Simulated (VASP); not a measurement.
A run of VASP 6.6.1:

INCAR

```
  PREC = Accurate
  ENCUT = 500
  EDIFF = 1E-6
  ISMEAR = -1
  SIGMA = 0.05
  LREAL = F
  LASPH = T
  NELM = 120
  ALGO = Normal
  ISIF = 2
  LWAVE = F
  LCHARG = T
  GGA = LIBXC
  LIBXC1 = GGA_X_B88
  LIBXC2 = GGA_C_PBE
  LELF = T
  LVHAR = T
  NBANDS = 30
  GGA_COMPAT = F
```

File KPOINTS:

```
regular mesh
0
Gamma
  5 5 5
```

File POSCAR:

```
CsSnI3
1.0
    6.2897548722      0.0000000000      0.0000000000
    0.0000000000      6.2897548722      0.0000000000
    0.0000000000      0.0000000000      6.2897548722
Cs I Sn
1 3 1
Direct
    0.0000000000      0.0000000000      0.0000000000
    0.5000000000      0.5000000000      0.0000000000
    0.5000000000      0.0000000000      0.5000000000
    0.0000000000      0.5000000000      0.5000000000
    0.5000000000      0.5000000000      0.5000000000
```

Potentials or basis: VASP PAW PBE potentials, release 64 (Cs_sv, I, Sn_d).

Run with:

```sh
$ cat potpaw_PBE.64/Cs_sv/POTCAR potpaw_PBE.64/I/POTCAR potpaw_PBE.64/Sn_d/POTCAR > POTCAR
$ mpirun -np 1 vasp_std > vasp.out
```

Hardware: 1 thread of Intel(R) Xeon(R) Platinum 8259CL CPU @ 2.50GHz (Skylake/Cascade Lake) (shared host).

**Question.** How long does it take, and how much memory?

**Answer.** It took 72 s on 1 thread of Intel(R) Xeon(R) Platinum 8259CL CPU @ 2.50GHz (Skylake/Cascade Lake) (shared host), peak memory 0.35 GiB. Counts: scf iterations 13, k points 10.
